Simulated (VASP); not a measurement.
Input of a VASP 6.6.1 run:

INCAR

```
PREC     = Accurate       # precision mode
ENCUT    = 520            # plane-wave cutoff, eV
EDIFF    = 1E-7           # SCF threshold, eV
ISMEAR   = -1             # smearing method
SIGMA    = 0.1            # smearing width, eV
LREAL    = F              # projectors in reciprocal space
LASPH    = T              # aspherical terms in the spheres
NELM     = 150            # most SCF steps
ALGO     = Normal         # electronic algorithm
ISIF     = 2              # what is computed and relaxed
LWAVE    = F              # write WAVECAR
LCHARG   = F              # write CHGCAR
ISPIN    = 2              # spin polarisation
MAGMOM   = 4 -4           # initial moments
LORBIT   = 11             # projections on sites
LMAXMIX  = 4              # l up to which the mixer works
GGA      = PS             # functional
NBANDS   = 19             # bands
ISYM     = 0
```

Contents of KPOINTS:

```
Automatic mesh
0
Gamma
  7 10 12
```

The input POSCAR:

```
Fe
1.0
   -1.7425000000     -1.7425000000     -3.4850000000
    1.7425000000     -1.7425000000      0.0000000000
   -1.7425000000     -1.7425000000      0.0000000000
Fe
2
Direct
    0.0000000000      0.0000000000      0.0000000000
    0.5000000000      0.5000000000      0.0000000000
```

Potentials or basis: VASP PAW PBE potentials, release 64 (Fe).

Command:

```console
$ cat potpaw_PBE.64/Fe/POTCAR > POTCAR
$ mpirun -np 1 vasp_std > vasp.out
```

(1) What does it give for the site moments?

(2) Estimate the pressure.

(3) What does it give for the net moment?

(4) What does it give for the band gap on the k mesh?

## Answers

(1) Fe +1.24, -1.24 μB.

(2) -10.5 GPa.

(3) 0.00 μB per cell.

(4) zero (filled and empty bands overlap).

Caveat: the stress differs along the axes, from -14 to -3 GPa; the antiferromagnetic order is the one typed at the start, and another may lie lower; the PAW data sets were made with another functional, which shifts forces and pressure a little.
